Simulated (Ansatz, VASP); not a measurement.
One calculation of VMoS4, two programs

Contents of INCAR:

```
  ALGO = Normal
  EDIFF = 1E-6
  ENCUT = 520
  ISIF = 2
  ISMEAR = 0
  LASPH = True
  LCHARG = True
  LELF = True
  LREAL = False
  LVHAR = True
  LWAVE = False
  NBANDS = 34
  NELM = 80
  PREC = Accurate
  SIGMA = 0.1
```

The input KPOINTS:

```
k-points
0
Gamma
  12 12 4
```

POSCAR

```
VMoS4
1.0
    3.1881557966      0.0000000000      0.0000000000
   -1.5940778983      2.7610239111      0.0000000000
    0.0000000000      0.0000000000     13.5803034682
V Mo S
1 1 4
Direct
    0.0000000000      0.0000000000      0.5000000000
    0.0000000000      0.0000000000      0.0000000000
    0.6666666667      0.3333333333      0.3921280907
    0.6666666667      0.3333333333      0.8832414141
    0.3333333333      0.6666666667      0.1167585859
    0.3333333333      0.6666666667      0.6078719093
```

Input for Ansatz:

```yaml
crystal:
  lattice:
    - [3.1881557966, 0.0, 0.0]
    - [-1.5940778983, 2.7610239111, 0.0]
    - [0.0, 0.0, 13.5803034682]
  atoms:
    - { symbol: V, position: [0.0, 0.0, 0.5] }
    - { symbol: Mo, position: [0.0, 0.0, 0.0] }
    - { symbol: S, position: [0.6666666667, 0.3333333333, 0.3921280907] }
    - { symbol: S, position: [0.6666666667, 0.3333333333, 0.8832414141] }
    - { symbol: S, position: [0.3333333333, 0.6666666667, 0.1167585859] }
    - { symbol: S, position: [0.3333333333, 0.6666666667, 0.6078719093] }
basis:
  ecutwfc: 420
kpoints:
  mp_grid: { grid: [12, 12, 4] }
  band_path:
    path:
      - [[0.0, 0.0, 0.0], [0.5, 0.0, 0.0], [0.33333333, 0.33333333, 0.0], [0.0, 0.0, 0.0], [0.0, 0.0, 0.5], [0.5, 0.0, 0.5], [0.33333333, 0.33333333, 0.5], [0.0, 0.0, 0.5]]
      - [[0.5, 0.0, 0.5], [0.5, 0.0, 0.0]]
      - [[0.33333333, 0.33333333, 0.5], [0.33333333, 0.33333333, 0.0]]
    npoints: 14
hamiltonian:
  xc: lda
scf:
  occupations: { method: gaussian, width: 0.1 }
  n_extra_bands: 15
output:
  forces: true
  stress: true
  eigenvalues: true
  populations: true
  dos: { projected: true, de: 0.02, nscf_kmesh: { grid: [15, 15, 5] } }
  bader: true
  write_density: true
  write_potential: true
  elf: true
  volumetric_format: npy
```

Alike in both runs: task single point; functional LDA; k mesh 12 × 12 × 4; occupations gaussian, width 0.1 eV; no spin polarisation.

|  | VASP | Ansatz |
| --- | --- | --- |
| version | VASP 6.6.1 | Ansatz 0.2.0 |
| potentials or method | VASP PAW LDA potentials, release 64 (V_sv, Mo_sv, S), cutoff 520 eV | scalar-relativistic, plane waves, PAW |
| valence electrons in the cell | 51 | 51 |

Ansatz gave:

| Quantity | Value |
| --- | --- |
| gap on the k mesh at the Fermi level (eV) | none |
| pressure (GPa) | -6.4 |
| traceless stress, the component that is largest in VASP (GPa) | 0.69 |
| rms of the force components (eV/Å) | 0.237 |

**Question.** Estimate VASP's values.

**Answer.** gap on the k mesh at the Fermi level (eV): none; pressure (GPa): -6.4; traceless stress, the component that is largest in VASP (GPa): 0.69; rms of the force components (eV/Å): 0.229.

LDA's correlation is that of Perdew and Zunger in VASP and of Perdew and Wang (1992) in Ansatz. Atom by atom the forces differ by 0.009 eV/Å (rms over components). A gap of «none» marks a metal or a gap that the smearing closes.
